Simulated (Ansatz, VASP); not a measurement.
# One calculation of Be4ZnSe, two programs

```xyz
6
Lattice="4.2157 0.0000 0.0000 -2.1078 3.6509 0.0000 0.0000 0.0000 5.4505" Properties=species:S:1:pos:R:3 pbc="T T T"
Be    1.0586    1.8227   -0.0672
Be    2.1078    0.0054   -0.0672
Be    3.1571    1.8227   -0.0672
Be    0.0000    0.0000    0.1344
Zn    0.0000    0.0000    3.3440
Se    2.1078    1.2170    2.2201
```

Alike in both runs: functional PBE; k mesh 5 × 5 × 3; occupations gaussian, width 0.2 eV; no spin polarisation.

Ansatz relaxed the structure, and its values are those at the end. VASP's run is a single point on that final structure, the one shown.

```csv
,VASP,Ansatz
version,VASP 6.6.1,Ansatz 0.2.0
potentials or method,"VASP PAW PBE potentials, release 64 (Be, Zn, Se), cutoff 520 eV","scalar-relativistic, plane waves, PAW"
valence electrons in the cell,26,36
```

|  | VASP | Ansatz | Ansatz less VASP |
| --- | --- | --- | --- |
| gap on the k mesh at the Fermi level (eV) | none | none | - |
| pressure (GPa) | 0.1 | 0.0 | -0.13 |
| rms of the force components (eV/Å) | 0.010 | 0.012 | +0.0017 |

A gap of «none» marks a metal or a gap that the smearing closes. VASP's potentials hold 26 valence electrons a cell and Ansatz's 36, so a difference there can come from the potentials and not from the codes.

The k mesh is coarse, so the values compare programs but aren't converged.
